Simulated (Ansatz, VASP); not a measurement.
ZnS: VASP beside Ansatz

```xyz
4
Lattice="3.8067 0.0000 0.0000 -1.9034 3.2967 0.0000 0.0000 0.0000 6.2457" Properties=species:S:1:pos:R:3 pbc="T T T"
Zn    0.0000    2.1978    0.0337
Zn    1.9034    1.0989    3.1565
S    -0.0675    2.0809    2.3710
S     1.9034    1.0989    5.4938
```

Alike in both runs: task single point; functional r2SCAN; k mesh 6 × 6 × 4; occupations gaussian, width 0.05 eV; no spin polarisation.

|  | VASP | Ansatz |
| --- | --- | --- |
| version | VASP 6.6.1 | Ansatz 0.2.0 |
| potentials or method | VASP PAW PBE potentials, release 64 (Zn, S), cutoff 520 eV | scalar-relativistic, plane waves, PAW |
| valence electrons in the cell | 36 | 36 |

VASP gave:

- gap on the k mesh at the Fermi level (eV): 2.76
- least direct gap on the mesh (eV): 2.76
- pressure (GPa): 0.4
- traceless stress, the component that is largest in VASP (GPa): 1.56
- rms of the force components (eV/Å): 0.363

Which values does Ansatz return?

gap on the k mesh at the Fermi level (eV): 2.75; least direct gap on the mesh (eV): 2.75; pressure (GPa): 0.3; traceless stress, the component that is largest in VASP (GPa): 1.55; rms of the force components (eV/Å): 0.361.

VASP's potentials were made for PBE, not for r2SCAN. Atom by atom the forces differ by 0.003 eV/Å (rms over components). With one functional, cell and mesh, what is left measures potentials, basis and numerics.
